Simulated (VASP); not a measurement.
A run of VASP 6.6.1:

INCAR

```
ALGO     = Normal         # electronic algorithm
EDIFF    = 1E-6           # SCF threshold, eV
ENCUT    = 520            # plane-wave cutoff, eV
GGA      = PE             # functional
ISIF     = 2              # what is computed and relaxed
ISMEAR   = 0              # smearing method
LASPH    = True           # aspherical terms in the spheres
LCHARG   = False          # write CHGCAR
LREAL    = False          # projectors in reciprocal space
LWAVE    = False          # write WAVECAR
NBANDS   = 42             # bands
NELM     = 80             # most SCF steps
PREC     = Accurate       # precision mode
SIGMA    = 0.1            # smearing width, eV
```

KPOINTS

```
k-points
0
Gamma
  4 4 4
```

The input POSCAR:

```
ZnInC4N4
1.0
    6.1155938887      0.0000000000      0.0000000000
    0.0000000000      6.1155938887      0.0000000000
    0.0000000000      0.0000000000      6.1155938887
Zn In C N
1 1 4 4
Direct
    0.5000000000      0.5000000000      0.5000000000
    0.0000000000      0.0000000000      0.0000000000
    0.2043337101      0.2043337101      0.2043337101
    0.2043337101      0.7956662899      0.7956662899
    0.7956662899      0.2043337101      0.7956662899
    0.7956662899      0.7956662899      0.2043337101
    0.3149119734      0.3149119734      0.3149119734
    0.3149119734      0.6850880266      0.6850880266
    0.6850880266      0.3149119734      0.6850880266
    0.6850880266      0.6850880266      0.3149119734
```

Potentials or basis: VASP PAW PBE potentials, release 64 (Zn, In_d, C, N).

Launch:

```bash
$ cat potpaw_PBE.64/Zn/POTCAR potpaw_PBE.64/In_d/POTCAR potpaw_PBE.64/C/POTCAR potpaw_PBE.64/N/POTCAR > POTCAR
$ mpirun -np 1 vasp_std > vasp.out
```

Hardware: 1 thread of Intel(R) Xeon(R) Platinum 8488C (Sapphire Rapids), with other jobs on the host.

Task: Estimate the wall time of this run.

Result: It took 98 s on 1 thread of Intel(R) Xeon(R) Platinum 8488C (Sapphire Rapids), on a shared host, peak memory 0.37 GiB. Counts: scf iterations 15, k points 10.
